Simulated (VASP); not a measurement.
# ScAl3N4 (Cm) in VASP: single point with PBEsol

Aim: the single point of ScAl3N4 with PBEsol.

All numbers are computed with VASP 6.6.1; they aren't measurements. Logs are shortened: lines on timing, memory, paths and dates and some standing lists are left out, and cuts for length are marked.

## Step 1: The cell of the first run

The typed cell holds 8 atoms: a = 3.209 Å, b = 5.604 Å, c = 5.983 Å, α = 117.88°, β = 105.55°, γ = 90.00°.

## Step 2: Single point, PBEsol (atoms moved along the polar distortion)

Input file INCAR:

```
SYSTEM = ScAl3N4
  ALGO = Normal
  EDIFF = 1E-6
  ENCUT = 520
  GGA = PS
  ISIF = 2
  ISMEAR = 0
  LASPH = .TRUE.
  LCHARG = .TRUE.
  LELF = .TRUE.
  LREAL = .FALSE.
  LVHAR = .TRUE.
  LWAVE = .FALSE.
  NBANDS = 30
  NELM = 60
  PREC = Accurate
  SIGMA = 0.01
```

Input file KPOINTS:

```
k-points
0
G
  10 8 10
  0 0 0
```

Input file POSCAR:

```
ScAl3N4
1.0
   -3.2085883332      0.0000000000      0.0000000000
    0.0000000000      5.6037523390     -0.0022451692
    1.6042941666     -2.7998414826     -5.0387629932
Sc Al N
1 3 4
Direct
    0.0295000000      0.3628333300      0.0590000000
    0.5295000000      0.8628333300      0.0590000000
    0.7795000000      0.4461666700      0.5590000000
    0.2795000000      0.9461666700      0.5590000000
    0.7795000000      0.1128333300      0.5590000000
    0.2795000000      0.6128333300      0.5590000000
    0.5295000000      0.1961666700      0.0590000000
    0.0295000000      0.6961666700      0.0590000000
```

Potentials or basis: VASP PAW PBE potentials, release 64 (Sc_sv, Al, N).

Started as:

```
cat potpaw_PBE.64/Sc_sv/POTCAR potpaw_PBE.64/Al/POTCAR potpaw_PBE.64/N/POTCAR > POTCAR
mpirun -np 1 vasp_std > vasp.out
```

OUTCAR:

```text
SYSTEM = ScAl3N4
   EDIFF = 1E-6
   ENCUT = 520
   GGA = PS
   ISIF = 2
   ISMEAR = 0
   LASPH = .TRUE.
   LREAL = .FALSE.
   NELM = 60
   PREC = Accurate

 ion  position               nearest neighbor table
   1  0.029  0.363  0.059-   7 1.86   7 1.86   8 1.87   5 2.52   6 2.52   3 3.13   3 3.13   4 3.13
                             4 3.13   3 3.14   4 3.14   2 3.23   2 3.23   2 3.23   2 3.23
   2  0.529  0.863  0.059-   8 1.86   8 1.86   7 1.87   6 2.52   5 2.52   4 3.13   4 3.13   3 3.13
                             3 3.13   4 3.14   3 3.14   1 3.23   1 3.23   1 3.23   1 3.23
   3  0.779  0.446  0.559-   6 1.86   6 1.86   5 1.87   7 2.52   8 2.52   1 3.13   1 3.13   2 3.13
                             2 3.13   1 3.14   2 3.14   4 3.23   4 3.23   4 3.23   4 3.23
   4  0.279  0.946  0.559-   5 1.86   5 1.86   6 1.87   8 2.52   7 2.52   2 3.13   2 3.13   1 3.13
                             1 3.13   2 3.14   1 3.14   3 3.23   3 3.23   3 3.23   3 3.23
   5  0.779  0.113  0.559-   4 1.86   4 1.86   3 1.87   2 2.52   1 2.52
   6  0.279  0.613  0.559-   3 1.86   3 1.86   4 1.87   1 2.52   2 2.52
   7  0.529  0.196  0.059-   1 1.86   1 1.86   2 1.87   4 2.52   3 2.52
   8  0.029  0.696  0.059-   2 1.86   2 1.86   1 1.87   3 2.52   4 2.52

  LATTYP: Found a base centered monoclinic cell.
 ALAT       =    11.5287891523
 B/A-ratio  =     0.2783109562
 C/A-ratio  =     0.4860660313
 COS(beta)  =    -0.4853627588

  Lattice vectors:

 A1 = (   1.6042941666,  -2.7998414826,  -5.0387629932)
 A2 = (  -1.6042941666,  -2.7998414826,  -5.0387629932)
 A3 = (   0.0000000000,   5.6037523390,  -0.0022451692)

Analysis of symmetry for initial positions (statically):
=====================================================================
 Subroutine PRICEL returns:
 Original cell was already a primitive cell.

 Routine SETGRP: Setting up the symmetry group for a
 base centered monoclinic supercell.

 Subroutine GETGRP returns: Found  2 space group operations
 (whereof  2 operations were pure point group operations)
 out of a pool of  4 trial point group operations.

The static configuration has the point symmetry C_1h.

Analysis of symmetry for dynamics (positions and initial velocities):
=====================================================================
 Subroutine PRICEL returns:
 Original cell was already a primitive cell.

 Routine SETGRP: Setting up the symmetry group for a
 base centered monoclinic supercell.

 Subroutine GETGRP returns: Found  2 space group operations
 (whereof  2 operations were pure point group operations)
 out of a pool of  4 trial point group operations.

The dynamic configuration has the point symmetry C_1h.

 Subroutine INISYM returns: Found  2 space group operations
[... 118 lines left out ...]
   TEBEG  =    0.0;   TEEND  =   0.0 temperature during run
   PSTRESS=    0.0 pullay stress
   NELECT =      40.0000    total number of electrons
   NUPDOWN=      -1.0000    fix difference up-down
   EMIN   =  10.00;   EMAX   =-10.00  energy-range for DOS
   EFERMI =   0.00;   METHOD = LEGACY
   ISMEAR =     0;   SIGMA  =   0.01  broadening in eV -4-tet -1-fermi 0-gaus
   EFERMI_NEDOS =   21; number of points for ismear=-14 and -15
   IALGO  =     38    algorithm
   IMIX   =      4    mixing-type and parameters
     AMIX     =   0.40;   BMIX     =  1.00
     AMIX_MAG =   1.60;   BMIX_MAG =  1.00
  volume/ion in A,a.u.               =      11.33        76.44
  Fermi-wavevector in a.u.,A,eV,Ry     =   1.246494  2.355533 21.140027  1.553748
  Thomas-Fermi vector in A             =   2.380669
   LORBIT       =      0    0 simple, 1 ext, 2 COOP (PROOUT), +10 PAW based schemes
   GGA     = PS    functional components
   LHFCALC =     F    Hartree Fock is set to
   AEXX    =    0.0000 exact exchange contribution
   IVDW    =     0    specifies the selected vdW correction
   LEPSILON=     F    determine dielectric tensor
   LRPA    =     F    only Hartree local field effects (RPA)
 non-spin polarized calculation
 Gauss-broadening in eV      SIGMA  =   0.01
  energy-cutoff  :      520.00
  volume of cell :       90.62
 maximum number of plane-waves:      2467
   NGX = 11   NGY = 21   NGZ = 23

 number of electron      39.9999997 magnetization

 Free energy of the ion-electron system (eV)
  ---------------------------------------------------
  ext. energy  EPLUGINS =         0.00000000
  ---------------------------------------------------
  free energy    TOTEN  =       -62.85540174 eV

  energy without entropy =      -62.85540174  energy(sigma->0) =      -62.85540174

 E-fermi :   6.3177     XC(G=0): -11.0240

 val. band max:        6.1707582449   @ k =   0.0000   0.0000   0.0000
 cond. band min:       8.2216570525   @ k =   0.0000   0.0000   0.0000
 fundamental gap:      2.0508988077
 Fermi energy:         6.3177086093

 k-point     1 :       0.0000    0.0000    0.0000
  band No.  band energies     occupation
      1     -40.4656      2.00000
      2     -19.6605      2.00000
      3     -19.3895      2.00000
      4     -19.3666      2.00000
      5      -9.4112      2.00000
      6      -7.7039      2.00000
[... 781 lines left out ...]
     29      13.6969      0.00000
     30      13.9223      0.00000

 [... further k-points ...]

------------------------ aborting loop because EDIFF is reached ----------------------------------------

  FORCE on cell =-STRESS in cart. coord.  units (eV):
  Direction    XX          YY          ZZ          XY          YZ          ZX
  --------------------------------------------------------------------------------------
  -------------------------------------------------------------------------------------
  Total       11.4173391     10.5687700     -8.4889542      0.0000000      0.0463132      0.0000000
  in kB      201.8654260    186.8622134   -150.0898182      0.0000000      0.8188454      0.0000000
  external PRESSURE =      79.5459404 kB  Pullay stress =       0.0000000 kB

 VOLUME and BASIS-vectors are now :
 -----------------------------------------------------------------------------
  energy-cutoff  :      520.00
  volume of cell :       90.62
      direct lattice vectors                 reciprocal lattice vectors
    -3.208588333  0.000000000  0.000000000    -0.311663541 -0.000039748 -0.099208618
     0.000000000  5.603752339 -0.002245169     0.000000000  0.178412136 -0.099136574
     1.604294167 -2.799841483 -5.038762993     0.000000000 -0.000079497 -0.198417235

 POSITION                                       TOTAL-FORCE (eV/Angst)
 -----------------------------------------------------------------------------------
      0.00000      1.86804     -0.29810         0.000000     -0.161426      0.000066
     -1.60429      4.66991     -0.29922         0.000000      0.472571     -0.000089
     -1.60429      0.93510     -2.81767        -0.000000     -0.116677     -0.097893
      0.00000      3.73697     -2.81879        -0.000000     -0.117407      0.097852
     -1.60429     -0.93282     -2.81692         0.000000      0.121443      0.014349
      0.00000      1.86905     -2.81804         0.000000      0.121802     -0.014345
     -1.60429      0.93408     -0.29773         0.000000     -4.483113      0.001411
      0.00000      3.73595     -0.29885         0.000000      4.162807     -0.001351
 -----------------------------------------------------------------------------------
    total drift:                               -0.000049      0.000124      0.000091

  FREE ENERGIE OF THE ION-ELECTRON SYSTEM (eV)
  ---------------------------------------------------
  free  energy   TOTEN  =       -62.8554017384 eV

  energy  without entropy=      -62.8554017384  energy(sigma->0) =      -62.85540174
```

OSZICAR:

```text
N       E                     dE             d eps       ncg     rms          rms(c)
DAV:   1     0.396352145826E+03    0.39635E+03   -0.18597E+04 13636   0.129E+03
DAV:   2    -0.226869761755E+02   -0.41904E+03   -0.40137E+03 15254   0.387E+02
DAV:   3    -0.723961708470E+02   -0.49709E+02   -0.48605E+02 19422   0.129E+02
DAV:   4    -0.742867491744E+02   -0.18906E+01   -0.18846E+01 20852   0.284E+01
DAV:   5    -0.743125774600E+02   -0.25828E-01   -0.25810E-01 17722   0.325E+00    0.282E+01
DAV:   6    -0.628994076963E+02    0.11413E+02   -0.47851E+01 22588   0.451E+01    0.115E+01
DAV:   7    -0.629532894566E+02   -0.53882E-01   -0.32083E+00 21140   0.118E+01    0.763E+00
DAV:   8    -0.628670200324E+02    0.86269E-01   -0.32797E-01 19940   0.397E+00    0.937E-01
DAV:   9    -0.628550429293E+02    0.11977E-01   -0.38319E-02 18270   0.116E+00    0.424E-01
DAV:  10    -0.628553887276E+02   -0.34580E-03   -0.12576E-02 19888   0.644E-01    0.203E-01
DAV:  11    -0.628554777701E+02   -0.89042E-04   -0.25464E-03 18666   0.300E-01    0.739E-02
DAV:  12    -0.628553987627E+02    0.79007E-04   -0.56562E-04 18222   0.152E-01    0.184E-02
DAV:  13    -0.628554040317E+02   -0.52691E-05   -0.78843E-05 20746   0.578E-02    0.149E-02
DAV:  14    -0.628554017668E+02    0.22649E-05   -0.70795E-06 17938   0.166E-02    0.584E-03
DAV:  15    -0.628554017384E+02    0.28425E-07   -0.14504E-06 11392   0.767E-03
   1 F= -.62855402E+02 E0= -.62855402E+02  d E =-.116146E-98
```

Run time: 9.1 min. Hardware: 1 thread of Intel Xeon Platinum 8259CL at 2.50GHz (Skylake/Cascade Lake), shared host; peak memory 0.61 GiB.

Results:

```yaml
Free_energy: -62.8554 eV
Pressure: 8.0 GPa
Largest_force: 4.483 eV/Å
Band_gap_on_the_k_mesh: 2.05 eV
```

Forces in eV/Å, atoms in the order of the input:
```
Sc   0.000 -0.161  0.000
Al   0.000  0.473  0.000
Al   0.000 -0.117 -0.098
Al   0.000 -0.117  0.098
N    0.000  0.121  0.014
N    0.000  0.122 -0.014
N    0.000 -4.483  0.001
N    0.000  4.163 -0.001
```

Stress tensor (GPa, compression positive):
```
 20.19   0.00   0.00
  0.00  18.69   0.08
  0.00   0.08 -15.01
```

Caveat: the cell differs from its parent crystal (atoms moved along the polar distortion); the stress differs along the axes, from -15 to 20 GPa; the PAW data sets were made with another functional, which shifts forces and pressure a little.
